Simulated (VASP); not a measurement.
# Ag (Fm-3m) in VASP: single point with LDA

Aim: the single point of Ag with LDA.

Program: VASP 6.6.1. These are calculated values, not measurements. Logs are shortened: lines on timing, memory, paths and dates and some standing lists are left out, and cuts for length are marked.

**1. The cell of the first run**

Symmetry: Fm-3m, No. 225, cubic system. Conventional cell: a = 4.002 Å, b = 4.002 Å, c = 4.002 Å, α = 90.00°, β = 90.00°, γ = 90.00°. Within 3.7 Å of Ag (site symmetry m-3m) lie 12 Ag at 2.83 Å.

**2. Single point, LDA**

Input file INCAR:

```
PREC = Accurate ; ENCUT = 520
EDIFF = 1E-6 ; ISMEAR = 0
SIGMA = 0.1 ; LREAL = Auto
LASPH = True ; NELM = 100
ALGO = Normal ; ISIF = 2
LWAVE = False ; LCHARG = True
GGA = CA ; LELF = True
LVHAR = True ; NBANDS = 168
LUSENCCL = False
```

Input file KPOINTS:

```
regular mesh
0
Gamma
  4 4 4
```

Input file POSCAR:

```
Ag
1.0
   -6.0027322707      6.0027322707      0.0000000000
   -6.0027322707      0.0000000000      6.0027322707
    0.0000000000      6.0027322707      6.0027322707
Ag
27
Direct
    0.0000000000      0.0000000000      0.0000000000
    0.3333333333      0.0000000000      0.0000000000
    0.0000000000      0.3333333333      0.0000000000
    0.0000000000      0.0000000000      0.3333333333
    0.6666666667      0.0000000000      0.0000000000
    0.3333333333      0.3333333333      0.0000000000
    0.3333333333      0.0000000000      0.3333333333
    0.0000000000      0.6666666667      0.0000000000
    0.0000000000      0.3333333333      0.3333333333
    0.0000000000      0.0000000000      0.6666666667
    0.6666666667      0.3333333333      0.0000000000
    0.6666666667      0.0000000000      0.3333333333
    0.3333333333      0.6666666667      0.0000000000
    0.3333333333      0.3333333333      0.3333333333
    0.3333333333      0.0000000000      0.6666666667
    0.0000000000      0.6666666667      0.3333333333
    0.0000000000      0.3333333333      0.6666666667
    0.6666666667      0.6666666667      0.0000000000
    0.6666666667      0.3333333333      0.3333333333
    0.6666666667      0.0000000000      0.6666666667
    0.3333333333      0.6666666667      0.3333333333
    0.3333333333      0.3333333333      0.6666666667
    0.0000000000      0.6666666667      0.6666666667
    0.6666666667      0.6666666667      0.3333333333
    0.6666666667      0.3333333333      0.6666666667
    0.3333333333      0.6666666667      0.6666666667
    0.6666666667      0.6666666667      0.6666666667
```

Potentials or basis: VASP PAW LDA potentials, release 64 (Ag).

Command:

```sh
cat potpaw_LDA.64/Ag/POTCAR > POTCAR
mpirun -np 1 vasp_std > vasp.out
```

OUTCAR:

```text
PREC = Accurate
   ENCUT = 520
   EDIFF = 1E-6
   ISMEAR = 0
   LREAL = Auto
   LASPH = True
   NELM = 100
   ISIF = 2
   GGA = CA

 ion  position               nearest neighbor table
   1  0.000  0.000  0.000-   2 2.83   3 2.83   4 2.83   5 2.83   8 2.83  10 2.83  11 2.83  12 2.83
                            13 2.83  15 2.83  16 2.83  17 2.83
   2  0.333  0.000  0.000-   1 2.83   3 2.83   4 2.83   6 2.83   7 2.83  13 2.83  15 2.83  21 2.83
                            22 2.83  18 2.83  20 2.83   5 2.83
   3  0.000  0.333  0.000-   1 2.83   2 2.83   4 2.83   6 2.83   9 2.83  11 2.83  17 2.83  19 2.83
                            22 2.83  18 2.83  23 2.83   8 2.83
   4  0.000  0.000  0.333-   1 2.83   2 2.83   3 2.83   7 2.83   9 2.83  12 2.83  16 2.83  19 2.83
                            21 2.83  20 2.83  23 2.83  10 2.83
   5  0.667  0.000  0.000-   1 2.83   8 2.83  10 2.83  11 2.83  12 2.83  18 2.83  20 2.83  24 2.83
                            25 2.83   6 2.83   7 2.83   2 2.83
   6  0.333  0.333  0.000-   2 2.83   3 2.83   7 2.83   9 2.83  14 2.83  22 2.83   8 2.83   5 2.83
                            25 2.83  26 2.83  11 2.83  13 2.83
   7  0.333  0.000  0.333-   2 2.83   4 2.83   6 2.83   9 2.83  14 2.83  21 2.83   5 2.83  10 2.83
                            24 2.83  26 2.83  15 2.83  12 2.83
   8  0.000  0.667  0.000-   1 2.83   5 2.83  10 2.83  13 2.83  16 2.83  18 2.83  23 2.83  24 2.83
                            26 2.83   9 2.83   6 2.83   3 2.83
   9  0.000  0.333  0.333-   3 2.83   4 2.83   6 2.83   7 2.83  14 2.83  19 2.83   8 2.83  10 2.83
                            24 2.83  25 2.83  17 2.83  16 2.83
  10  0.000  0.000  0.667-   1 2.83   5 2.83   8 2.83  15 2.83  17 2.83  20 2.83  23 2.83  25 2.83
                            26 2.83   7 2.83   9 2.83   4 2.83
  11  0.667  0.333  0.000-   1 2.83   3 2.83   5 2.83  12 2.83  17 2.83  19 2.83  25 2.83  14 2.83
                            27 2.83   6 2.83  13 2.83  18 2.83
[... 15 lines left out ...]
                            21 2.83  22 2.83  24 2.83  25 2.83
  20  0.667  0.000  0.667-   5 2.83  10 2.83  18 2.83  23 2.83  25 2.83  27 2.83  22 2.83   4 2.83
                             2 2.83  19 2.83  12 2.83  15 2.83
  21  0.333  0.667  0.333-   2 2.83   4 2.83   7 2.83  13 2.83  16 2.83  18 2.83  23 2.83  19 2.83
                            22 2.83  14 2.83  24 2.83  26 2.83
  22  0.333  0.333  0.667-   2 2.83   3 2.83   6 2.83  15 2.83  17 2.83  20 2.83  23 2.83  14 2.83
                            21 2.83  19 2.83  25 2.83  26 2.83
  23  0.000  0.667  0.667-   8 2.83  10 2.83  18 2.83  20 2.83  26 2.83  27 2.83  21 2.83  22 2.83
                             3 2.83   4 2.83  16 2.83  17 2.83
  24  0.667  0.667  0.333-   5 2.83   8 2.83  12 2.83  16 2.83  18 2.83   9 2.83   7 2.83  19 2.83
                            21 2.83  25 2.83  26 2.83  27 2.83
  25  0.667  0.333  0.667-   5 2.83  10 2.83  11 2.83  17 2.83  20 2.83   6 2.83   9 2.83  19 2.83
                            22 2.83  24 2.83  26 2.83  27 2.83
  26  0.333  0.667  0.667-   8 2.83  10 2.83  13 2.83  15 2.83  23 2.83   7 2.83   6 2.83  22 2.83
                            21 2.83  24 2.83  25 2.83  27 2.83
  27  0.667  0.667  0.667-  18 2.83  20 2.83  23 2.83  15 2.83  16 2.83  17 2.83  11 2.83  12 2.83
                            13 2.83  24 2.83  25 2.83  26 2.83

  LATTYP: Found a face centered cubic cell.
 ALAT       =    12.0054645414

  Lattice vectors:

 A1 = (  -6.0027322707,   6.0027322707,   0.0000000000)
 A2 = (  -6.0027322707,   0.0000000000,   6.0027322707)
 A3 = (   0.0000000000,   6.0027322707,   6.0027322707)

Analysis of symmetry for initial positions (statically):
=====================================================================
 Subroutine PRICEL returns following result:

  LATTYP: Found a face centered cubic cell.
 ALAT       =     4.0018215134

  Lattice vectors:

 A1 = (  -2.0009107567,   2.0009107567,   0.0000000000)
 A2 = (  -2.0009107567,   0.0000000000,   2.0009107567)
 A3 = (   0.0000000000,   2.0009107567,   2.0009107567)

  27 primitive cells build up your supercell.

 Routine SETGRP: Setting up the symmetry group for a
 face centered cubic supercell.

 Subroutine GETGRP returns: Found 48 space group operations
 (whereof 48 operations were pure point group operations)
 out of a pool of 48 trial point group operations.

The static configuration has the point symmetry O_h .

Analysis of symmetry for dynamics (positions and initial velocities):
=====================================================================
 Subroutine PRICEL returns following result:

  LATTYP: Found a face centered cubic cell.
 ALAT       =     4.0018215134

  Lattice vectors:

 A1 = (  -2.0009107567,   2.0009107567,   0.0000000000)
 A2 = (  -2.0009107567,   0.0000000000,   2.0009107567)
 A3 = (   0.0000000000,   2.0009107567,   2.0009107567)

  27 primitive cells build up your supercell.

 Routine SETGRP: Setting up the symmetry group for a
 face centered cubic supercell.

 Subroutine GETGRP returns: Found 48 space group operations
 (whereof 48 operations were pure point group operations)
 out of a pool of 48 trial point group operations.

The dynamic configuration has the point symmetry O_h .

 Subroutine INISYM returns: Found 48 space group operations
 (whereof 48 operations are pure point group operations),
 and found    27 'primitive' translations

----------------------------------------------------------------------------------------

                                     Primitive cell

  volume of cell :      16.0219

  direct lattice vectors                    reciprocal lattice vectors
    -2.000910757  2.000910757  0.000000000    -0.249886207  0.249886207 -0.249886207
    -2.000910757  0.000000000  2.000910757    -0.249886207 -0.249886207  0.249886207
     0.000000000  2.000910757  2.000910757     0.249886207  0.249886207  0.249886207

  length of vectors
     2.829715129  2.829715129  2.829715129     0.432815607  0.432815607  0.432815607

  position of ions in fractional coordinates (direct lattice)
     0.000000000  0.000000000  0.000000000

  ion indices of the primitive-cell ions
   primitive index   ion index
                 1           1

----------------------------------------------------------------------------------------

 KPOINTS: regular mesh

Automatic generation of k-mesh.
 Grid dimensions read from file:
 generate k-points for:    4    4    4

 Generating k-lattice:

  Cartesian coordinates                     Fractional coordinates (reciprocal lattice)
    -0.020823851  0.020823851 -0.020823851     0.250000000  0.000000000  0.000000000
    -0.020823851 -0.020823851  0.020823851     0.000000000  0.250000000  0.000000000
     0.020823851  0.020823851  0.020823851     0.000000000  0.000000000  0.250000000

  Length of vectors
     0.036067967  0.036067967  0.036067967

  Shift w.r.t. Gamma in fractional coordinates (k-lattice)
     0.000000000  0.000000000  0.000000000

 Subroutine IBZKPT returns following result:
 ===========================================

 Found      8 irreducible k-points:

 Following reciprocal coordinates:
            Coordinates               Weight
  0.000000  0.000000  0.000000      1.000000
  0.250000  0.000000  0.000000      8.000000
  0.500000  0.000000  0.000000      4.000000
  0.250000  0.250000  0.000000      6.000000
  0.500000  0.250000  0.000000     24.000000
 -0.250000  0.250000  0.000000     12.000000
  0.500000  0.500000  0.000000      3.000000
 -0.250000  0.500000  0.250000      6.000000
   k-points           NKPTS =      8   k-points in BZ     NKDIM =      8   number of bands    NBANDS=    168
   number of dos      NEDOS =    301   number of ions     NIONS =     27
   total plane-waves  NPLWV = 262144
   dimension x,y,z NGX =    64 NGY =   64 NGZ =   64
   dimension x,y,z NGXF=   128 NGYF=  128 NGZF=  128
   ions per type =              27
   NGX,Y,Z   is equivalent  to a cutoff of  12.53, 12.53, 12.53 a.u.
   NGXF,Y,Z  is equivalent  to a cutoff of  25.07, 25.07, 25.07 a.u.
 SYSTEM =  unknown system
   PREC   = accura    normal or accurate (medium, high low for compatibility)
   ISTART =      0    job   : 0-new  1-cont  2-samecut
   ICHARG =      2    charge: 1-file 2-atom 10-const
   ISPIN  =      1    spin polarized calculation?
   LNONCOLLINEAR =      F non collinear calculations
   LSORBIT =      F    spin-orbit coupling
   LASPH  =      T    aspherical Exc in radial PAW
   ENCUT  =  520.0 eV  38.22 Ry    6.18 a.u.  15.78 15.78 15.78*2*pi/ulx,y,z
   NELM   =    100;   NELMIN=  2; NELMDL= -5     # of ELM steps
   EDIFF  = 0.1E-05   stopping-criterion for ELM
   LREAL  =      T    real-space projection
   EDIFFG = 0.1E-04   stopping-criterion for IOM
   NSW    =      0    number of steps for IOM
   IBRION =     -1    ionic relax: 0-MD 1-quasi-New 2-CG
   NFREE  =      0    steps in history (QN), initial steepest desc. (CG)
   ISIF   =      2    stress and relaxation
   ISYM   =      2    0-nonsym 1-usesym 2-fastsym
   POTIM  = 0.5000    time-step for ionic-motion
   TEBEG  =    0.0;   TEEND  =   0.0 temperature during run
   PSTRESS=    0.0 pullay stress
   NELECT =     297.0000    total number of electrons
   NUPDOWN=      -1.0000    fix difference up-down
   EMIN   =  10.00;   EMAX   =-10.00  energy-range for DOS
   EFERMI =   0.00;   METHOD = LEGACY
   ISMEAR =     0;   SIGMA  =   0.10  broadening in eV -4-tet -1-fermi 0-gaus
   EFERMI_NEDOS =   21; number of points for ismear=-14 and -15
   IALGO  =     38    algorithm
   IMIX   =      4    mixing-type and parameters
     AMIX     =   0.40;   BMIX     =  1.00
     AMIX_MAG =   1.60;   BMIX_MAG =  1.00
  volume/ion in A,a.u.               =      16.02       108.12
  Fermi-wavevector in a.u.,A,eV,Ry     =   1.444224  2.729188 28.378815  2.085784
  Thomas-Fermi vector in A             =   2.562543
   LORBIT       =      0    0 simple, 1 ext, 2 COOP (PROOUT), +10 PAW based schemes
   GGA     = CA    functional components
   LHFCALC =     F    Hartree Fock is set to
   AEXX    =    0.0000 exact exchange contribution
   IVDW    =     0    specifies the selected vdW correction
   LEPSILON=     F    determine dielectric tensor
   LRPA    =     F    only Hartree local field effects (RPA)
 non-spin polarized calculation
 Gauss-broadening in eV      SIGMA  =   0.10
  energy-cutoff  :      520.00
  volume of cell :      432.59
 maximum number of plane-waves:     11702
   NGX = 31   NGY = 31   NGZ = 31

 number of electron     297.0000008 magnetization

 Free energy of the ion-electron system (eV)
  ---------------------------------------------------
  ext. energy  EPLUGINS =         0.00000000
  ---------------------------------------------------
  free energy    TOTEN  =      -101.98142697 eV

  energy without entropy =     -101.93843174  energy(sigma->0) =     -101.95992936

 E-fermi :   8.9675     XC(G=0): -12.9535

 val. band max:        8.9294435853   @ k =   0.5000   0.2500   0.0000
 cond. band min:       9.0258580191   @ k =   0.2500   0.2500   0.0000
 fundamental gap:      0.0964144337
 Fermi energy:         8.9675454651

 k-point     1 :       0.0000    0.0000    0.0000
  band No.  band energies     occupation
      1       0.7549      2.00000
      2       2.3675      2.00000
      3       2.3675      2.00000
      4       2.3675      2.00000
      5       2.3675      2.00000
      6       2.3675      2.00000
[... 1293 lines left out ...]
    159      11.2740      0.00000
    160      11.3586      0.00000
 [bands above 160 left out]

------------------------ aborting loop because EDIFF is reached ----------------------------------------

  FORCE on cell =-STRESS in cart. coord.  units (eV):
  Direction    XX          YY          ZZ          XY          YZ          ZX
  --------------------------------------------------------------------------------------
  -------------------------------------------------------------------------------------
  Total        0.2407754      0.2407754      0.2407754     -0.0000000      0.0000000      0.0000000
  in kB        0.8917556      0.8917556      0.8917556     -0.0000000      0.0000000      0.0000000
  external PRESSURE =       0.8917556 kB  Pullay stress =       0.0000000 kB

 VOLUME and BASIS-vectors are now :
 -----------------------------------------------------------------------------
  energy-cutoff  :      520.00
  volume of cell :      432.59
      direct lattice vectors                 reciprocal lattice vectors
    -6.002732271  6.002732271  0.000000000    -0.083295402  0.083295402 -0.083295402
    -6.002732271  0.000000000  6.002732271    -0.083295402 -0.083295402  0.083295402
     0.000000000  6.002732271  6.002732271     0.083295402  0.083295402  0.083295402

 POSITION                                       TOTAL-FORCE (eV/Angst)
 -----------------------------------------------------------------------------------
      0.00000      0.00000      0.00000        -0.000000     -0.000000      0.000000
     -2.00091      2.00091      0.00000        -0.000000      0.000000     -0.000000
     -2.00091      0.00000      2.00091         0.000000      0.000000     -0.000000
      0.00000      2.00091      2.00091        -0.000000     -0.000000      0.000000
     -4.00182      4.00182      0.00000         0.000000     -0.000000     -0.000000
     -4.00182      2.00091      2.00091         0.000000     -0.000000      0.000000
[... 19 lines left out ...]
     -6.00273      6.00273      8.00364         0.000000     -0.000000      0.000000
     -8.00364      8.00364      8.00364        -0.000000      0.000000     -0.000000
 -----------------------------------------------------------------------------------
    total drift:                               -0.000000      0.000000      0.000000

  FREE ENERGIE OF THE ION-ELECTRON SYSTEM (eV)
  ---------------------------------------------------
  free  energy   TOTEN  =      -101.9814269700 eV

  energy  without entropy=     -101.9384317445  energy(sigma->0) =     -101.95992936
```

Run time: 3.7 min. Hardware: 1 × NVIDIA H100 80GB with 1 thread of AMD EPYC 7R13 (Zen 3), shared host; peak memory 1.7 GiB.

What came out:

* Free energy: -101.9814 eV
* Pressure: 0.1 GPa
* Band gap on the k mesh: zero (an odd number of electrons rules out a gap without spin polarisation)

The gap in the log of VASP goes by the Fermi energy; the results here count the filled bands.